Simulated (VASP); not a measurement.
# Ge (I4_1/amd) in VASP: single point with PBEsol

Aim: the single point of Ge with PBEsol.

All numbers are computed with VASP 6.6.1; they aren't measurements. Logs are shortened: lines on timing, memory, paths and dates and some standing lists are left out, and cuts for length are marked.

### Step 1. The cell of the first run

It takes space group I4_1/amd (No. 141, tetragonal). The conventional cell has a = 5.149 Å, b = 5.149 Å, c = 2.795 Å, α = 90.00°, β = 90.00°, γ = 90.00°. Within 3.5 Å of Ge (site symmetry -4m2) lie 10 Ge at 2.67 to 3.32 Å.

### Step 2. Single point, PBEsol

INCAR

```
SYSTEM = Ge
PREC = Accurate
ENCUT = 500
EDIFF = 1E-6
ISMEAR = -1
SIGMA = 0.1
LREAL = .False.
LASPH = .True.
NELM = 120
ALGO = Normal
ISIF = 2
LWAVE = .False.
LCHARG = .False.
GGA = PS
NBANDS = 21
ISYM = 0
GGA_COMPAT = .False.
```

KPOINTS

```
Automatic mesh
0
Gamma
  11 11 7
  0 0 0
```

POSCAR

```
Ge
1.0
   -2.5744895000      2.5744895000      1.3974125000
    2.5744895000     -2.5744895000      1.3974125000
    2.5744895000      2.5744895000     -1.3974125000
Ge
2
Direct
    0.2500000000      0.7500000000      0.5000000000
    0.5000000000      0.5000000000      0.0000000000
```

Potentials or basis: VASP PAW PBE potentials, release 64 (Ge_d).

On the command line:

```
cat potpaw_PBE.64/Ge_d/POTCAR > POTCAR
mpirun -np 1 vasp_std > vasp.out
```

OUTCAR:

```text
SYSTEM = Ge
   PREC = Accurate
   ENCUT = 500
   EDIFF = 1E-6
   ISMEAR = -1
   LREAL = .False.
   LASPH = .True.
   NELM = 120
   ISIF = 2
   GGA = PS
   ISYM = 0

 ion  position               nearest neighbor table
   1  0.250  0.750  0.500-   2 2.67   2 2.67   2 2.67   2 2.67
   2  0.500  0.500  0.000-   1 2.67   1 2.67   1 2.67   1 2.67

IMPORTANT INFORMATION: All symmetrisations will be switched off!
NOSYMM: (Re-)initialisation of all symmetry stuff for point group C_1.

----------------------------------------------------------------------------------------

                                     Primitive cell

  volume of cell :      37.0482

  direct lattice vectors                    reciprocal lattice vectors
    -2.574489500  2.574489500  1.397412500     0.000000000  0.194213261  0.357804156
     2.574489500 -2.574489500  1.397412500     0.194213261  0.000000000  0.357804156
     2.574489500  2.574489500 -1.397412500     0.194213261  0.194213261  0.000000000

  length of vectors
     3.899840262  3.899840262  3.899840262     0.407114977  0.407114977  0.274659027

  position of ions in fractional coordinates (direct lattice)
     0.250000000  0.750000000  0.500000000
     0.500000000  0.500000000  0.000000000

  ion indices of the primitive-cell ions
   primitive index   ion index
                 1           1
                 2           2

----------------------------------------------------------------------------------------

 KPOINTS: Automatic mesh

Automatic generation of k-mesh.
 Grid dimensions read from file:
 generate k-points for:   11   11    7

 Generating k-lattice:

  Cartesian coordinates                     Fractional coordinates (reciprocal lattice)
     0.000000000  0.017655751  0.032527651     0.090909091  0.000000000  0.000000000
     0.017655751  0.000000000  0.032527651     0.000000000  0.090909091  0.000000000
     0.027744752  0.027744752  0.000000000     0.000000000  0.000000000  0.142857143

  Length of vectors
     0.037010452  0.037010452  0.039237004

  Shift w.r.t. Gamma in fractional coordinates (k-lattice)
     0.000000000  0.000000000  0.000000000

 -----------------------------------------------------------------------------
|                                                                             |
|           W    W    AA    RRRRR   N    N  II  N    N   GGGG   !!!           |
[... 58 lines left out ...]
   NGXF,Y,Z  is equivalent  to a cutoff of  23.87, 23.87, 23.87 a.u.
 SYSTEM =  Ge
   PREC   = accura    normal or accurate (medium, high low for compatibility)
   ISTART =      0    job   : 0-new  1-cont  2-samecut
   ICHARG =      2    charge: 1-file 2-atom 10-const
   ISPIN  =      1    spin polarized calculation?
   LNONCOLLINEAR =      F non collinear calculations
   LSORBIT =      F    spin-orbit coupling
   LASPH  =      T    aspherical Exc in radial PAW
   ENCUT  =  500.0 eV  36.75 Ry    6.06 a.u.   7.11  7.11  7.11*2*pi/ulx,y,z
   NELM   =    120;   NELMIN=  2; NELMDL= -5     # of ELM steps
   EDIFF  = 0.1E-05   stopping-criterion for ELM
   LREAL  =      F    real-space projection
   EDIFFG = 0.1E-04   stopping-criterion for IOM
   NSW    =      0    number of steps for IOM
   IBRION =     -1    ionic relax: 0-MD 1-quasi-New 2-CG
   NFREE  =      0    steps in history (QN), initial steepest desc. (CG)
   ISIF   =      2    stress and relaxation
   ISYM   =      0    0-nonsym 1-usesym 2-fastsym
   POTIM  = 0.5000    time-step for ionic-motion
   TEBEG  =    0.0;   TEEND  =   0.0 temperature during run
   PSTRESS=    0.0 pullay stress
   NELECT =      28.0000    total number of electrons
   NUPDOWN=      -1.0000    fix difference up-down
   EMIN   =  10.00;   EMAX   =-10.00  energy-range for DOS
   EFERMI =   0.00;   METHOD = LEGACY
   ISMEAR =    -1;   SIGMA  =   0.10  broadening in eV -4-tet -1-fermi 0-gaus
   EFERMI_NEDOS =   21; number of points for ismear=-14 and -15
   IALGO  =     38    algorithm
   IMIX   =      4    mixing-type and parameters
     AMIX     =   0.40;   BMIX     =  1.00
     AMIX_MAG =   1.60;   BMIX_MAG =  1.00
  volume/ion in A,a.u.               =      18.52       125.01
  Fermi-wavevector in a.u.,A,eV,Ry     =   1.491209  2.817977 30.255339  2.223705
  Thomas-Fermi vector in A             =   2.603893
   LORBIT       =      0    0 simple, 1 ext, 2 COOP (PROOUT), +10 PAW based schemes
   GGA     = PS    functional components
   LHFCALC =     F    Hartree Fock is set to
   AEXX    =    0.0000 exact exchange contribution
   IVDW    =     0    specifies the selected vdW correction
   LEPSILON=     F    determine dielectric tensor
   LRPA    =     F    only Hartree local field effects (RPA)
 non-spin polarized calculation
  energy-cutoff  :      500.00
  volume of cell :       37.05
 maximum number of plane-waves:       957
   NGX = 15   NGY = 15   NGZ = 15

 number of electron      28.0000030 magnetization

 Free energy of the ion-electron system (eV)
  ---------------------------------------------------
  ext. energy  EPLUGINS =         0.00000000
  ---------------------------------------------------
  free energy    TOTEN  =        -9.54773385 eV

  energy without entropy =       -9.51805446  energy(sigma->0) =       -9.53289416

 E-fermi :   6.6592     XC(G=0): -11.4693

 val. band max:        6.6582934210   @ k =   0.0909   0.1818   0.2857
 cond. band min:       6.6612819623   @ k =   0.0909  -0.1818   0.4286
 fundamental gap:      0.0029885413
 Fermi energy:         6.6591513776

 k-point     1 :       0.0000    0.0000    0.0000
  band No.  band energies     occupation
      1     -18.0121      2.00000
      2     -17.9674      2.00000
      3     -17.9362      2.00000
      4     -17.9350      2.00000
      5     -17.8287      2.00000
      6     -17.8286      2.00000
[... 565 lines left out ...]
     20      17.1196      0.00000
     21      17.7015      0.00000

 [... further k-points ...]
[... 5 lines left out ...]
  --------------------------------------------------------------------------------------
  -------------------------------------------------------------------------------------
  Total       -0.1669954     -0.1669963     -0.1520538     -0.0202650      0.0238925      0.0238844
  in kB       -7.2218474     -7.2218860     -6.5756864     -0.8763778      1.0332494      1.0328983
  external PRESSURE =      -7.0064733 kB  Pullay stress =       0.0000000 kB

 VOLUME and BASIS-vectors are now :
 -----------------------------------------------------------------------------
  energy-cutoff  :      500.00
  volume of cell :       37.05
      direct lattice vectors                 reciprocal lattice vectors
    -2.574489500  2.574489500  1.397412500     0.000000000  0.194213261  0.357804156
     2.574489500 -2.574489500  1.397412500     0.194213261  0.000000000  0.357804156
     2.574489500  2.574489500 -1.397412500     0.194213261  0.194213261  0.000000000

 POSITION                                       TOTAL-FORCE (eV/Angst)
 -----------------------------------------------------------------------------------
      2.57449      0.00000      0.69871        -0.002741      0.002740      0.000000
      0.00000      0.00000      1.39741         0.002741     -0.002740     -0.000000
 -----------------------------------------------------------------------------------
    total drift:                               -0.000001      0.000005      0.000000

  FREE ENERGIE OF THE ION-ELECTRON SYSTEM (eV)
  ---------------------------------------------------
  free  energy   TOTEN  =        -9.5477338540 eV

  energy  without entropy=       -9.5180544587  energy(sigma->0) =       -9.53289416
```

Wall time 3.8 min (1 thread of Intel Xeon Platinum 8375C at 2.90GHz (Ice Lake), shared host); peak memory 0.34 GiB.

Results:

| Quantity | Value |
| --- | --- |
| Free energy | -9.5477 eV |
| Pressure | -0.7 GPa |
| Largest force | 0.004 eV/Å |
| Band gap on the k mesh | zero (bands 14 and 15 overlap by 4.89 eV) |

Forces on the atoms (eV/Å):
```
Ge  -0.003  0.003  0.000
Ge   0.003 -0.003  0.000
```

Caveat: the PAW data sets were made with another functional, which shifts forces and pressure a little.
